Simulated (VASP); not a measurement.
Input of a VASP 6.6.1 run:

Contents of INCAR:

```
SYSTEM = Te
PREC = Accurate
ENCUT = 520
EDIFF = 1E-7
ISMEAR = -1
SIGMA = 0.1
LREAL = .FALSE.
LASPH = .TRUE.
NELM = 80
ALGO = Normal
ISIF = 2
LWAVE = .FALSE.
LCHARG = .FALSE.
GGA = B5
ALDAX = 1.0
AGGAX = 1.0
AGGAC = 1.0
ALDAC = 0.0
NBANDS = 9
```

Contents of KPOINTS:

```
Automatic mesh
0
G
  11 11 11
  0 0 0
```

File POSCAR:

```
Te
1.0
    3.2500116526      0.0000000000      0.0000000000
    0.0000000000      3.2500116526      0.0000000000
    0.0000000000      0.0000000000      3.2500116526
Te
1
Direct
    0.0000000000      0.0000000000      0.0000000000
```

Potentials or basis: VASP PAW PBE potentials, release 64 (Te).

Run with:

```sh
$ cat potpaw_PBE.64/Te/POTCAR > POTCAR
$ mpirun -np 1 vasp_std > vasp.out
```

Question: What does it give for the pressure?

Answer: 1.8 GPa.

Question: What does it give for the band gap on the k mesh?

Answer: Zero (bands 3 and 4 overlap by 5.00 eV).

Caveat: the PAW data sets were made with another functional, which shifts forces and pressure a little; spin-orbit coupling is left out, which moves the levels of the heavy elements.
